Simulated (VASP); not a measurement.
A run of VASP 6.6.1:

Contents of INCAR:

```
SYSTEM = Re
ALGO     = Normal         ! electronic algorithm
EDIFF    = 1E-7           ! SCF threshold, eV
ENCUT    = 520            ! plane-wave cutoff, eV
GGA      = PE             ! functional
ISIF     = 2              ! what is computed and relaxed
ISMEAR   = -1             ! smearing method
LASPH    = .TRUE.         ! aspherical terms in the spheres
LCHARG   = .TRUE.         ! write CHGCAR
LELF     = .TRUE.         ! ELF
LREAL    = .FALSE.        ! projectors in reciprocal space
LVHAR    = .TRUE.       
LWAVE    = .FALSE.        ! write WAVECAR
NBANDS   = 10             ! bands
NELM     = 60             ! most SCF steps
PREC     = Accurate       ! precision mode
SIGMA    = 0.1            ! smearing width, eV
```

The input KPOINTS:

```
k-points
0
G
  17 17 17
  0 0 0
```

The input POSCAR:

```
Re
1.0
   -1.4206233432      1.4206233432      1.4206233432
    1.4206233432     -1.4206233432      1.4206233432
    1.4206233432      1.4206233432     -1.4206233432
Re
1
Direct
    0.0000000000      0.0000000000      0.0000000000
```

Potentials or basis: VASP PAW PBE potentials, release 64 (Re).

Run with:

```sh
$ cat potpaw_PBE.64/Re/POTCAR > POTCAR
$ mpirun -np 1 vasp_std > vasp.out
```

Hardware: 1 thread of Intel(R) Xeon(R) Platinum 8559C (Emerald Rapids), on a shared host.

**Question.** Estimate the wall time of this run.

**Answer.** Wall time 13 s on 1 thread of Intel(R) Xeon(R) Platinum 8559C (Emerald Rapids) (shared host), peak memory 0.13 GiB. Counts: scf iterations 13, k points 165.
